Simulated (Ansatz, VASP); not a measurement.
# AgRh: VASP beside Ansatz

Contents of INCAR:

```
SYSTEM = AgRh
PREC = Accurate
ENCUT = 520
EDIFF = 1E-7
ISMEAR = -1
SIGMA = 0.05
LREAL = .False.
LASPH = .True.
NELM = 60
ALGO = Normal
ISIF = 2
LWAVE = .False.
LCHARG = .False.
GGA = PS
NBANDS = 20
```

File KPOINTS:

```
Automatic mesh
0
Gamma
  11 11 6
  0 0 0
```

POSCAR

```
AgRh
1.0
    2.7208868163      0.0000000000      0.0000000000
   -1.3604434081      2.3563571037      0.0000000000
    0.0000000000      0.0000000000      4.7104397215
Ag Rh
1 1
Direct
    0.0000000000      0.0000000000      0.5000000000
    0.6666666667      0.3333333333      0.0000000000
```

Contents of input.yaml:

```yaml
crystal:
  lattice:
    - [2.7208868163, 0.0, 0.0]
    - [-1.3604434081, 2.3563571037, 0.0]
    - [0.0, 0.0, 4.7104397215]
  atoms:
    - { symbol: Ag, position: [0.0, 0.0, 0.5] }
    - { symbol: Rh, position: [0.6666666667, 0.3333333333, 0.0] }
kpoints:
  mp_grid: { grid: [11, 11, 6] }
scf:
  occupations: { method: fermi_dirac, width: 0.05 }
hamiltonian:
  xc: pbesol
  pseudopotentials: { kind: all_electron, lapw: { basis_error: 0.0005 } }
output:
  forces: true
  stress: true
  eigenvalues: true
```

Change from the starting cell: volume scaled by 0.94.

Alike in both runs: task single point; functional PBEsol; k mesh 11 × 11 × 6; occupations fermi-dirac, width 0.05 eV; no spin polarisation.

```csv
,VASP,Ansatz
version,VASP 6.6.1,Ansatz 0.2.0
potentials or method,"VASP PAW PBE potentials, release 64 (Ag, Rh_pv), cutoff 520 eV","all-electron LAPW, scalar-relativistic"
```

Ansatz gave:

- gap on the k mesh at the Fermi level (eV): none
- pressure (GPa): -0.9
- traceless stress, the component that is largest in VASP (GPa): -1.31

Question: Which values does VASP return?

Answer: gap on the k mesh at the Fermi level (eV): none; pressure (GPa): -1.1; traceless stress, the component that is largest in VASP (GPa): -1.27.

VASP's potentials were made for PBE, not for PBEsol. A gap of «none» marks a metal or a gap that the smearing closes. Ansatz ran all-electron here, and VASP with PAW potentials.
